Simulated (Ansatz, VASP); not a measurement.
## Two plane-wave programs on Al2Cu

```
Al Cu
1.0
     2.80265    0.00000   -0.04623
     0.00000    2.83587    0.00000
    -1.37974    0.00000    5.76261
Al Cu
2 1
Direct
  0.64883 0.50000 0.29119
  0.35117 0.50000 0.70881
  0.00000 0.00000 0.00000
```

Change from the starting cell: the structure that the rattled cell fell into.

Alike in both runs: functional PBE; k mesh 16 × 16 × 8; occupations gaussian, width 0.1 eV; no spin polarisation.

Ansatz relaxed the structure, and its values are those at the end. VASP's run is a single point on that final structure, the one shown.

```csv
,VASP,Ansatz
version,VASP 6.6.1,Ansatz 0.2.0
potentials or method,"VASP PAW PBE potentials, release 64 (Al, Cu), cutoff 520 eV","scalar-relativistic, plane waves, PAW"
valence electrons in the cell,17,25
```

```tsv
	VASP	Ansatz	Ansatz less VASP
gap on the k mesh at the Fermi level (eV)	none	none	-
pressure (GPa)	0.2	0.0	-0.16
rms of the force components (eV/Å)	0.010	0.000	-0.0097
```

A gap of «none» marks a metal or a gap that the smearing closes. With one functional, cell and mesh, what is left measures potentials, basis and numerics. VASP's potentials hold 17 valence electrons a cell and Ansatz's 25, so a difference there can come from the potentials and not from the codes.
